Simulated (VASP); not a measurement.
# Cd (P6_3/mmc) in VASP: further runs

The runs below take Cd through electric field gradients, with PBEsol.

All numbers are computed with VASP 6.6.1; they aren't measurements. Logs are shortened: lines on timing, memory, paths and dates and some standing lists are left out, and cuts for length are marked.

### Step 1. The cell of the first run

Symmetry: P6_3/mmc, No. 194, hexagonal system. Conventional cell: a = 2.969 Å, b = 2.969 Å, c = 5.599 Å, α = 90.00°, β = 90.00°, γ = 120.00°. Cd (site symmetry -6m2) has 12 Cd at 2.97 to 3.28 Å within 3.9 Å.

### Step 2. Electric field gradients, PBEsol (volume scaled by 0.99)

File INCAR:

```
SYSTEM = Cd
ALGO = Normal
EDIFF = 1E-8
ENCUT = 520
GGA = PS
ISIF = 2
ISMEAR = -1
LASPH = .TRUE.
LCHARG = .FALSE.
LEFG = .TRUE.
LREAL = .FALSE.
LWAVE = .FALSE.
NBANDS = 19
NELM = 60
PREC = Accurate
SIGMA = 0.05
```

File KPOINTS:

```
k-points
0
G
  14 14 7
  0 0 0
```

File POSCAR:

```
Cd
1.0
    2.9689096494      0.0000000000      0.0000000000
   -1.4844548246      2.5711511778      0.0000000000
    0.0000000000      0.0000000000      5.5988617326
Cd
2
Direct
    0.3333333333      0.6666666667      0.2500000000
    0.6666666667      0.3333333333      0.7500000000
```

Potentials or basis: VASP PAW PBE potentials, release 64 (Cd).

Started as:

```sh
cat potpaw_PBE.64/Cd/POTCAR > POTCAR
mpirun -np 1 vasp_std > vasp.out
```

OUTCAR:

```text
SYSTEM = Cd
   EDIFF = 1E-8
   ENCUT = 520
   GGA = PS
   ISIF = 2
   ISMEAR = -1
   LASPH = .TRUE.
   LREAL = .FALSE.
   NELM = 60
   PREC = Accurate

 ion  position               nearest neighbor table
   1  0.333  0.667  0.250-   2 3.28   2 3.28   2 3.28   2 3.28   2 3.28   2 3.28
   2  0.667  0.333  0.750-   1 3.28   1 3.28   1 3.28   1 3.28   1 3.28   1 3.28

  LATTYP: Found a hexagonal cell.
 ALAT       =     2.9689096494
 C/A-ratio  =     1.8858309594

  Lattice vectors:

 A1 = (   2.9689096494,   0.0000000000,   0.0000000000)
 A2 = (  -1.4844548246,   2.5711511778,   0.0000000000)
 A3 = (   0.0000000000,   0.0000000000,   5.5988617326)

Analysis of symmetry for initial positions (statically):
=====================================================================
 Subroutine PRICEL returns:
 Original cell was already a primitive cell.

 Routine SETGRP: Setting up the symmetry group for a
 hexagonal supercell.

 Subroutine GETGRP returns: Found 24 space group operations
 (whereof 12 operations were pure point group operations)
 out of a pool of 24 trial point group operations.

The static configuration has the point symmetry D_3d.
 The point group associated with its full space group is D_6h.

Analysis of symmetry for dynamics (positions and initial velocities):
=====================================================================
 Subroutine PRICEL returns:
 Original cell was already a primitive cell.

 Routine SETGRP: Setting up the symmetry group for a
 hexagonal supercell.

 Subroutine GETGRP returns: Found 24 space group operations
 (whereof 12 operations were pure point group operations)
 out of a pool of 24 trial point group operations.

The dynamic configuration has the point symmetry D_3d.
 The point group associated with its full space group is D_6h.

 Subroutine INISYM returns: Found 24 space group operations
 (whereof 12 operations are pure point group operations),
 and found     1 'primitive' translations

----------------------------------------------------------------------------------------

                                     Primitive cell

  volume of cell :      42.7390

  direct lattice vectors                    reciprocal lattice vectors
     2.968909649  0.000000000  0.000000000     0.336823992  0.194465422  0.000000000
    -1.484454825  2.571151178  0.000000000     0.000000000  0.388930845  0.000000000
     0.000000000  0.000000000  5.598861733     0.000000000  0.000000000  0.178607733

  length of vectors
     2.968909649  2.968909649  5.598861733     0.388930845  0.388930845  0.178607733

  position of ions in fractional coordinates (direct lattice)
     0.333333333  0.666666667  0.250000000
     0.666666667  0.333333333  0.750000000

  ion indices of the primitive-cell ions
   primitive index   ion index
                 1           1
                 2           2

----------------------------------------------------------------------------------------

 KPOINTS: k-points

Automatic generation of k-mesh.
 Grid dimensions read from file:
 generate k-points for:   14   14    7

 Generating k-lattice:

  Cartesian coordinates                     Fractional coordinates (reciprocal lattice)
     0.024058857  0.013890387  0.000000000     0.071428571  0.000000000  0.000000000
     0.000000000  0.027780775  0.000000000     0.000000000  0.071428571  0.000000000
     0.000000000  0.000000000  0.025515390     0.000000000  0.000000000  0.142857143

  Length of vectors
     0.027780775  0.027780775  0.025515390

  Shift w.r.t. Gamma in fractional coordinates (k-lattice)
     0.000000000  0.000000000  0.000000000

 Subroutine IBZKPT returns following result:
 ===========================================

 Found     96 irreducible k-points:

 Following reciprocal coordinates:
            Coordinates               Weight
  0.000000  0.000000  0.000000      1.000000
  0.071429  0.000000  0.000000      6.000000
  0.142857  0.000000  0.000000      6.000000
  0.214286  0.000000  0.000000      6.000000
  0.285714  0.000000  0.000000      6.000000
  0.357143  0.000000  0.000000      6.000000
[... 16 lines left out ...]
  0.285714  0.285714  0.000000      6.000000
  0.357143  0.285714  0.000000      6.000000
 [... further k-points ...]
   k-points           NKPTS =     96   k-points in BZ     NKDIM =     96   number of bands    NBANDS=     19
   number of dos      NEDOS =    301   number of ions     NIONS =      2
   total plane-waves  NPLWV =  24192
   dimension x,y,z NGX =    24 NGY =   24 NGZ =   42
   dimension x,y,z NGXF=    48 NGYF=   48 NGZF=   84
   ions per type =               2
   NGX,Y,Z   is equivalent  to a cutoff of  13.44, 13.44, 12.47 a.u.
   NGXF,Y,Z  is equivalent  to a cutoff of  26.88, 26.88, 24.94 a.u.
 SYSTEM =  Cd
   PREC   = accura    normal or accurate (medium, high low for compatibility)
   ISTART =      0    job   : 0-new  1-cont  2-samecut
   ICHARG =      2    charge: 1-file 2-atom 10-const
   ISPIN  =      1    spin polarized calculation?
   LNONCOLLINEAR =      F non collinear calculations
   LSORBIT =      F    spin-orbit coupling
   LASPH  =      T    aspherical Exc in radial PAW
   ENCUT  =  520.0 eV  38.22 Ry    6.18 a.u.   5.52  5.52 10.41*2*pi/ulx,y,z
   NELM   =     60;   NELMIN=  2; NELMDL= -5     # of ELM steps
   EDIFF  = 0.1E-07   stopping-criterion for ELM
   LREAL  =      F    real-space projection
   EDIFFG = 0.1E-06   stopping-criterion for IOM
   NSW    =      0    number of steps for IOM
   IBRION =     -1    ionic relax: 0-MD 1-quasi-New 2-CG
   NFREE  =      0    steps in history (QN), initial steepest desc. (CG)
   ISIF   =      2    stress and relaxation
   ISYM   =      2    0-nonsym 1-usesym 2-fastsym
   POTIM  = 0.5000    time-step for ionic-motion
   TEBEG  =    0.0;   TEEND  =   0.0 temperature during run
   PSTRESS=    0.0 pullay stress
   NELECT =      24.0000    total number of electrons
   NUPDOWN=      -1.0000    fix difference up-down
   EMIN   =  10.00;   EMAX   =-10.00  energy-range for DOS
   EFERMI =   0.00;   METHOD = LEGACY
   ISMEAR =    -1;   SIGMA  =   0.05  broadening in eV -4-tet -1-fermi 0-gaus
   EFERMI_NEDOS =   21; number of points for ismear=-14 and -15
   IALGO  =     38    algorithm
   IMIX   =      4    mixing-type and parameters
     AMIX     =   0.40;   BMIX     =  1.00
     AMIX_MAG =   1.60;   BMIX_MAG =  1.00
  volume/ion in A,a.u.               =      21.37       144.21
  Fermi-wavevector in a.u.,A,eV,Ry     =   1.350632  2.552325 24.819851  1.824208
  Thomas-Fermi vector in A             =   2.478121
   LORBIT       =      0    0 simple, 1 ext, 2 COOP (PROOUT), +10 PAW based schemes
   GGA     = PS    functional components
   LHFCALC =     F    Hartree Fock is set to
   AEXX    =    0.0000 exact exchange contribution
   IVDW    =     0    specifies the selected vdW correction
   LEPSILON=     F    determine dielectric tensor
   LRPA    =     F    only Hartree local field effects (RPA)
 non-spin polarized calculation
  energy-cutoff  :      520.00
  volume of cell :       42.74
 maximum number of plane-waves:      1178
 NGX is ok and might be reduce to    24
   NGX = 11   NGY = 11   NGZ = 21

 number of electron      23.9999999 magnetization

 Free energy of the ion-electron system (eV)
  ---------------------------------------------------
  ext. energy  EPLUGINS =         0.00000000
  ---------------------------------------------------
  free energy    TOTEN  =        -2.39111215 eV

  energy without entropy =       -2.38500652  energy(sigma->0) =       -2.38805933

 E-fermi :   2.8752     XC(G=0): -11.2635

 val. band max:        2.8728450833   @ k =   0.3571   0.2143   0.2857
 cond. band min:       2.9112459751   @ k =   0.3571   0.2857   0.2857
 fundamental gap:      0.0384008918
 Fermi energy:         2.8751747111

 k-point     1 :       0.0000    0.0000    0.0000
  band No.  band energies     occupation
      1      -7.0208      2.00000
      2      -6.7475      2.00000
      3      -6.3543      2.00000
      4      -6.3543      2.00000
      5      -6.3013      2.00000
      6      -6.3013      2.00000
[... 11 lines left out ...]
     18      17.8347      0.00000
     19      18.6483      0.00000
[... 485 lines left out ...]
 k-point    24 :       0.3571    0.2857    0.0000
  band No.  band energies     occupation
      1      -6.6604      2.00000
      2      -6.4635      2.00000
      3      -6.3363      2.00000
      4      -6.2839      2.00000
      5      -6.2629      2.00000
      6      -6.1324      2.00000
[... 11 lines left out ...]
     18       8.8848      0.00000
     19      10.8877      0.00000

 [... further k-points ...]

------------------------ aborting loop because EDIFF is reached ----------------------------------------

  FORCE on cell =-STRESS in cart. coord.  units (eV):
  Direction    XX          YY          ZZ          XY          YZ          ZX
  --------------------------------------------------------------------------------------
  -------------------------------------------------------------------------------------
  Total       -0.0757595     -0.0757595     -0.2779554     -0.0000000      0.0000000      0.0000000
  in kB       -2.8400332     -2.8400332    -10.4198474     -0.0000000      0.0000000      0.0000000
  external PRESSURE =      -5.3666379 kB  Pullay stress =       0.0000000 kB

 VOLUME and BASIS-vectors are now :
 -----------------------------------------------------------------------------
  energy-cutoff  :      520.00
  volume of cell :       42.74
      direct lattice vectors                 reciprocal lattice vectors
     2.968909649  0.000000000  0.000000000     0.336823992  0.194465422  0.000000000
    -1.484454825  2.571151178  0.000000000     0.000000000  0.388930845  0.000000000
     0.000000000  0.000000000  5.598861733     0.000000000  0.000000000  0.178607733

 POSITION                                       TOTAL-FORCE (eV/Angst)
 -----------------------------------------------------------------------------------
     -0.00000      1.71410      1.39972         0.000000      0.000000      0.000000
      1.48445      0.85705      4.19915        -0.000000     -0.000000      0.000000
 -----------------------------------------------------------------------------------
    total drift:                                0.000000     -0.000000      0.000000

  FREE ENERGIE OF THE ION-ELECTRON SYSTEM (eV)
  ---------------------------------------------------
  free  energy   TOTEN  =        -2.3911121464 eV

  energy  without entropy=       -2.3850065181  energy(sigma->0) =       -2.38805933

 Electric field gradients (V/A^2)
---------------------------------------------------------------------
 ion       V_xx      V_yy      V_zz      V_xy      V_xz      V_yz
---------------------------------------------------------------------
   1     -41.618   -41.617    83.235     0.001     0.000    -0.000
   2     -41.618   -41.617    83.235     0.001    -0.000     0.000
---------------------------------------------------------------------

 Electric field gradients after diagonalization (V/A^2)
 (convention: |V_zz| > |V_xx| > |V_yy|)
----------------------------------------------------------------------
 ion       V_xx      V_yy      V_zz     asymmetry (V_yy - V_xx)/ V_zz
----------------------------------------------------------------------
   1     -41.619   -41.616    83.235       0.000
   2     -41.619   -41.616    83.235       0.000
----------------------------------------------------------------------

           NMR quadrupolar parameters

 Cq : quadrupolar parameter    Cq=e*Q*V_zz/h
 eta: asymmetry parameters     (V_yy - V_xx)/ V_zz
 Q  : nuclear electric quadrupole moment in mb (millibarn)
----------------------------------------------------------------------
 ion       Cq(MHz)       eta       Q (mb)
----------------------------------------------------------------------
   1       0.201       0.000       1.000
   2       0.201       0.000       1.000
----------------------------------------------------------------------
```

Wall time 31 s (1 thread of Intel Xeon Platinum 8488C (Sapphire Rapids), shared host); peak memory 0.2 GiB.

Results:

* Free energy: -2.3911 eV
* Pressure: -0.5 GPa
* Band gap on the k mesh: zero (band 12 reaches 4.16 eV, above the bottom of band 13 at -0.17 eV)

Electric field gradients, principal values (V/Å²):
| atom | least | middle | greatest (by size) |
| --- | --- | --- | --- |
| 1 Cd | -41.616 | -41.619 | 83.235 |
| 2 Cd | -41.616 | -41.619 | 83.235 |

Caveat: without QUAD_EFG the Cq values of the log hold for a quadrupole moment of 1 mb, not for the nuclei; the PAW data sets were made with another functional, which shifts forces and pressure a little.

### Step 3. Electric field gradients, PBEsol (volume scaled by 1.01)

File INCAR:

```
PREC = Accurate
ENCUT = 520
EDIFF = 1E-8
ISMEAR = -1
SIGMA = 0.05
LREAL = False
LASPH = True
NELM = 100
ALGO = Normal
ISIF = 2
LWAVE = False
LCHARG = False
GGA = PS
LEFG = True
NBANDS = 19
```

File KPOINTS:

```
regular mesh
0
Gamma
  14 14 7
```

File POSCAR:

```
Cd
1.0
    2.9887691672      0.0000000000      0.0000000000
   -1.4943845836      2.5883500248      0.0000000000
    0.0000000000      0.0000000000      5.6363134261
Cd
2
Direct
    0.3333333333      0.6666666667      0.2500000000
    0.6666666667      0.3333333333      0.7500000000
```

Potentials or basis: VASP PAW PBE potentials, release 64 (Cd).

Started as:

```sh
cat potpaw_PBE.64/Cd/POTCAR > POTCAR
mpirun -np 1 vasp_std > vasp.out
```

OUTCAR:

```text
PREC = Accurate
   ENCUT = 520
   EDIFF = 1E-8
   ISMEAR = -1
   LREAL = False
   LASPH = True
   NELM = 100
   ISIF = 2
   GGA = PS

 ion  position               nearest neighbor table
   1  0.333  0.667  0.250-   2 3.30   2 3.30   2 3.30   2 3.30   2 3.30   2 3.30
   2  0.667  0.333  0.750-   1 3.30   1 3.30   1 3.30   1 3.30   1 3.30   1 3.30

  LATTYP: Found a hexagonal cell.
 ALAT       =     2.9887691672
 C/A-ratio  =     1.8858309594

  Lattice vectors:

 A1 = (   2.9887691672,   0.0000000000,   0.0000000000)
[... 743 lines left out ...]
  ---------------------------------------------------
  free  energy   TOTEN  =        -2.3852448459 eV

  energy  without entropy=       -2.3790577352  energy(sigma->0) =       -2.38215129

 Electric field gradients (V/A^2)
---------------------------------------------------------------------
 ion       V_xx      V_yy      V_zz      V_xy      V_xz      V_yz
---------------------------------------------------------------------
   1     -40.129   -40.127    80.256     0.001     0.000    -0.000
   2     -40.129   -40.127    80.256     0.001    -0.000     0.000
---------------------------------------------------------------------

 Electric field gradients after diagonalization (V/A^2)
 (convention: |V_zz| > |V_xx| > |V_yy|)
----------------------------------------------------------------------
 ion       V_xx      V_yy      V_zz     asymmetry (V_yy - V_xx)/ V_zz
----------------------------------------------------------------------
   1     -40.129   -40.127    80.256       0.000
   2     -40.129   -40.127    80.256       0.000
----------------------------------------------------------------------

           NMR quadrupolar parameters

 Cq : quadrupolar parameter    Cq=e*Q*V_zz/h
 eta: asymmetry parameters     (V_yy - V_xx)/ V_zz
 Q  : nuclear electric quadrupole moment in mb (millibarn)
----------------------------------------------------------------------
 ion       Cq(MHz)       eta       Q (mb)
----------------------------------------------------------------------
   1       0.194       0.000       1.000
   2       0.194       0.000       1.000
----------------------------------------------------------------------
```

OSZICAR:

```text
N       E                     dE             d eps       ncg     rms          rms(c)
DAV:   1     0.176562880740E+03    0.17656E+03   -0.13140E+04  3664   0.127E+03
DAV:   2     0.155225768889E+01   -0.17501E+03   -0.16834E+03  3771   0.332E+02
DAV:   3    -0.255000467568E+01   -0.41023E+01   -0.40935E+01  4171   0.587E+01
DAV:   4    -0.255743291438E+01   -0.74282E-02   -0.74273E-02  4002   0.233E+00
DAV:   5    -0.255745468199E+01   -0.21768E-04   -0.21767E-04  4053   0.124E-01    0.426E+00
DAV:   6    -0.239776119532E+01    0.15969E+00   -0.37764E-01  3989   0.746E+00    0.346E+00
DAV:   7    -0.238691065555E+01    0.10851E-01   -0.28823E-02  3988   0.154E+00    0.191E+00
DAV:   8    -0.238520704021E+01    0.17036E-02   -0.31863E-03  3915   0.690E-01    0.895E-02
DAV:   9    -0.238522342696E+01   -0.16387E-04   -0.30275E-05  4102   0.572E-02    0.417E-02
DAV:  10    -0.238524507470E+01   -0.21648E-04   -0.16352E-05  3947   0.432E-02    0.332E-03
DAV:  11    -0.238524496149E+01    0.11321E-06   -0.10678E-07  4028   0.313E-03    0.147E-03
DAV:  12    -0.238524482718E+01    0.13431E-06   -0.68704E-09  3173   0.708E-04    0.839E-04
DAV:  13    -0.238524484258E+01   -0.15402E-07   -0.41985E-10  2052   0.212E-04    0.241E-04
DAV:  14    -0.238524484591E+01   -0.33292E-08   -0.52117E-11  2019   0.747E-05
   1 F= -.23852448E+01 E0= -.23821513E+01  d E =-.618711E-02
```

stdout:

```text
POSCAR found type information on POSCAR Cd
 POSCAR found :  1 types and       2 ions
 scaLAPACK will be used
 -----------------------------------------------------------------------------
|                                                                             |
|                                                                             |
|     You enforced a specific xc type in the INCAR file but a different       |
|     I HOPE YOU KNOW WHAT YOU ARE DOING!                                     |
|                                                                             |
 -----------------------------------------------------------------------------

 LDA part: xc-table for (Slater+PW92), standard interpolation
 POSCAR, INCAR and KPOINTS ok, starting setup
 FFT: planning ... GRIDC
 FFT: planning ... GRID_SOFT
 FFT: planning ... GRID
 WAVECAR not read
 entering main loop
ion   1

ion   2
```

Wall time 31 s (1 thread of Intel Xeon Platinum 8488C (Sapphire Rapids), shared host); peak memory 0.2 GiB.

What came out:

```yaml
Free_energy: -2.3852 eV
Pressure: -1.6 GPa
Band_gap_on_the_k_mesh: zero (band 12 reaches 4.00 eV, above the bottom of band 13 at -0.30 eV)
```

Stress tensor (GPa, compression positive):
```
-1.55  0.00  0.00
 0.00 -1.55  0.00
 0.00  0.00 -1.78
```

Levels at points of the mesh, in eV from the Fermi level:
| k point | band 10 | band 11 | band 12 | band 13 | band 14 | band 15 |
| --- | --- | --- | --- | --- | --- | --- |
| (0.00, 0.00, 0.00) | -8.41 | -8.41 | -3.06 | -3.04 | 10.47 | 14.39 |
| (0.50, 0.00, 0.00) | -8.13 | -2.35 | -1.87 | 1.93 | 2.98 | 3.09 |

Electric field gradients, principal values (V/Å²):
```
atom    least   middle  greatest (by size)
1 Cd  -40.127  -40.129              80.256
2 Cd  -40.127  -40.129              80.256
```

Caveat: without QUAD_EFG the Cq values of the log hold for a quadrupole moment of 1 mb, not for the nuclei; the PAW data sets were made with another functional, which shifts forces and pressure a little.

[end of part 1 of 2]
